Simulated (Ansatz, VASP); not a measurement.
**One calculation of Ga2SeS3, two programs**

```
CELL_PARAMETERS angstrom
3.54411 -3.42858 0.00000
3.54411 3.42858 0.00000
0.00000 0.00000 7.31810
ATOMIC_POSITIONS crystal
Ga 0.00000 0.00000 0.80320
Ga 0.50000 0.50000 0.81155
Se 0.50000 0.50000 0.49749
S 0.75274 0.24726 0.99849
S 0.24726 0.75274 0.99849
S 0.00000 0.00000 0.50705
```

Alike in both runs: functional PBE; k mesh 3 × 3 × 2; occupations gaussian, width 0.15 eV; no spin polarisation.

Ansatz relaxed the structure, and its values are those at the end. VASP's run is a single point on that final structure, the one shown.

|  | VASP | Ansatz |
| --- | --- | --- |
| version | VASP 6.6.1 | Ansatz 0.2.0 |
| potentials or method | VASP PAW PBE potentials, release 64 (Ga_d, Se, S), cutoff 500 eV | scalar-relativistic, plane waves, PAW |
| valence electrons in the cell | 50 | 60 |

|  | VASP | Ansatz | Ansatz less VASP |
| --- | --- | --- | --- |
| gap on the k mesh at the Fermi level (eV) | none | none | - |
| pressure (GPa) | 0.1 | 0.2 | +0.07 |
| rms of the force components (eV/Å) | 0.033 | 0.019 | -0.0135 |

A gap of «none» marks a metal or a gap that the smearing closes. VASP's potentials hold 50 valence electrons a cell and Ansatz's 60, so a difference there can come from the potentials and not from the codes.

The k mesh is coarse, so the values compare programs but aren't converged.
